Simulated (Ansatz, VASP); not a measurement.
One calculation of Ta4N, two programs

Contents of INCAR:

```
PREC = Accurate ; ENCUT = 700
EDIFF = 1E-6 ; ISMEAR = 0
SIGMA = 0.1 ; LREAL = F
LASPH = T ; NELM = 200
ALGO = Normal ; ISIF = 2
LWAVE = F ; LCHARG = F
ISPIN = 2 ; MAGMOM = 1 1 1 1 0
LORBIT = 11 ; LMAXMIX = 4
GGA = PE ; NBANDS = 40
GGA_COMPAT = F
```

The input KPOINTS:

```
regular mesh
0
Gamma
  4 4 4
```

File POSCAR:

```
Ta4N
1.0
    4.4072828205      0.0000000000      0.0000000000
    0.0000000000      4.4072828205      0.0000000000
    0.0000000000      0.0000000000      4.4072828205
Ta N
4 1
Direct
    0.2582869908      0.7417130092      0.7417130092
    0.7417130092      0.2582869908      0.7417130092
    0.7417130092      0.7417130092      0.2582869908
    0.2582869908      0.2582869908      0.2582869908
    0.0000000000      0.0000000000      0.0000000000
```

Input for Ansatz:

```yaml
crystal:
  lattice:
    - [4.4072828205, 0.0, 0.0]
    - [0.0, 4.4072828205, 0.0]
    - [0.0, 0.0, 4.4072828205]
  atoms:
    - { symbol: Ta, position: [0.2582869908, 0.7417130092, 0.7417130092], spin: 1.0 }
    - { symbol: Ta, position: [0.7417130092, 0.2582869908, 0.7417130092], spin: 1.0 }
    - { symbol: Ta, position: [0.7417130092, 0.7417130092, 0.2582869908], spin: 1.0 }
    - { symbol: Ta, position: [0.2582869908, 0.2582869908, 0.2582869908], spin: 1.0 }
    - { symbol: "N", position: [0.0, 0.0, 0.0] }
basis:
  ecutwfc: 420
kpoints:
  mp_grid: { grid: [4, 4, 4] }
hamiltonian:
  xc: pbe
scf:
  occupations: { method: gaussian, width: 0.1 }
  lower_state_search: "off"
output:
  forces: true
  stress: true
  eigenvalues: true
  populations: true
magnetization:
  spin_polarized: true
```

Change from the starting cell: species swapped into the SnI4 type (P-43m, No. 215).

Alike in both runs: task single point; functional PBE; k mesh 4 × 4 × 4; occupations gaussian, width 0.1 eV; collinear spin.

|  | VASP | Ansatz |
| --- | --- | --- |
| version | VASP 6.6.1 | Ansatz 0.2.0 |
| potentials or method | VASP PAW PBE potentials, release 64 (Ta_sv_GW, N), cutoff 700 eV | scalar-relativistic, plane waves, PAW |
| valence electrons in the cell | 57 | 57 |

VASP gave:

```
gap on the k mesh at the Fermi level (eV) : none
pressure (GPa)                            : -0.4
rms of the force components (eV/Å)        : 0.001
net moment per atom (μB)                  : 0.00
```

Problem. Estimate Ansatz's values.

Solution. gap on the k mesh at the Fermi level (eV): none; pressure (GPa): -0.2; rms of the force components (eV/Å): 0.027; net moment per atom (μB): 0.00.

Atom by atom the forces differ by 0.026 eV/Å (rms over components). A gap of «none» marks a metal or a gap that the smearing closes. Ansatz's warnings: seeded moment not kept.

Spin-orbit coupling is off throughout.
